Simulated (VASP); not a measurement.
Write the native input for VASP 6.6.1 that does the following.

```
Task                   : single point
Functional             : LDA
Potentials or basis    : VASP PAW LDA potentials, release 64 (Rb_sv)
Cutoff                 : 520 eV
k mesh                 : 13 × 13 × 7
Occupations            : fermi-dirac, width 0.1 eV
Spin                   : no spin polarisation
Dipole correction      : no
Further INCAR settings : ALGO = Normal; EDIFF = 1e-06; NBANDS = 16
```

The structure of Rb lies in POSCAR:

```
Rb
1.0
    4.7824335642      0.0000000000      0.0000000000
   -2.3912167821      4.1417089585      0.0000000000
    0.0000000000      0.0000000000      7.8859862605
Rb
2
Direct
    0.3333333333      0.6666666667      0.2500000000
    0.6666666667      0.3333333333      0.7500000000
```

This isn't the form of Rb at room conditions, which is bcc.

These files were run (other wordings do the same):

INCAR

```
PREC = Accurate
ENCUT = 520
EDIFF = 1E-6
ISMEAR = -1
SIGMA = 0.1
LREAL = False
LASPH = True
NELM = 60
ALGO = Normal
ISIF = 2
LWAVE = False
LCHARG = False
GGA = CA
NBANDS = 16
```

KPOINTS

```
Automatic mesh
0
Gamma
  13 13 7
```

Potentials or basis: VASP PAW LDA potentials, release 64 (Rb_sv).

Launch:

```bash
$ cat potpaw_LDA.64/Rb_sv/POTCAR > POTCAR
$ mpirun -np 1 vasp_std > vasp.out
```

Results of the run:

| Item | Value |
| --- | --- |
| Pressure | 0.0 GPa |
| Band gap on the k mesh | zero (bands 9 and 10 overlap by 2.04 eV) |

Wall time 60 s on 1 thread of Intel(R) Xeon(R) 6975P-C (Granite Rapids), with other jobs on the host, peak memory 0.31 GiB.
